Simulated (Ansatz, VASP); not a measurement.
# One calculation of NbP, two programs

```
CELL_PARAMETERS angstrom
-1.67492 1.67492 5.74011
1.67492 -1.67492 5.74011
1.67492 1.67492 -5.74011
ATOMIC_POSITIONS crystal
Nb 0.24988 0.74988 0.50000
Nb 0.49988 0.49988 0.00000
P 0.83275 0.33275 0.50000
P 0.08275 0.08275 0.00000
```

Alike in both runs: task single point; functional LDA; k mesh 11 × 11 × 11; occupations fermi-dirac, width 0.05 eV; no spin polarisation.

```csv
,VASP,Ansatz
version,VASP 6.6.1,Ansatz 0.2.0
potentials or method,"VASP PAW LDA potentials, release 64 (Nb_sv, P), cutoff 520 eV","all-electron LAPW, scalar-relativistic"
```

Ansatz gave:

```
gap on the k mesh at the Fermi level (eV)                     : none
pressure (GPa)                                                : -9.3
traceless stress, the component that is largest in VASP (GPa) : 0.14
rms of the force components (eV/Å)                            : 0.009
```

Q: Estimate VASP's values.

A: gap on the k mesh at the Fermi level (eV): none; pressure (GPa): -9.5; traceless stress, the component that is largest in VASP (GPa): 0.13; rms of the force components (eV/Å): 0.009.

LDA's correlation is that of Perdew and Zunger in VASP and of Perdew and Wang (1992) in Ansatz. Atom by atom the forces differ by 0.000 eV/Å (rms over components). A gap of «none» marks a metal or a gap that the smearing closes. Ansatz ran all-electron here, and VASP with PAW potentials.
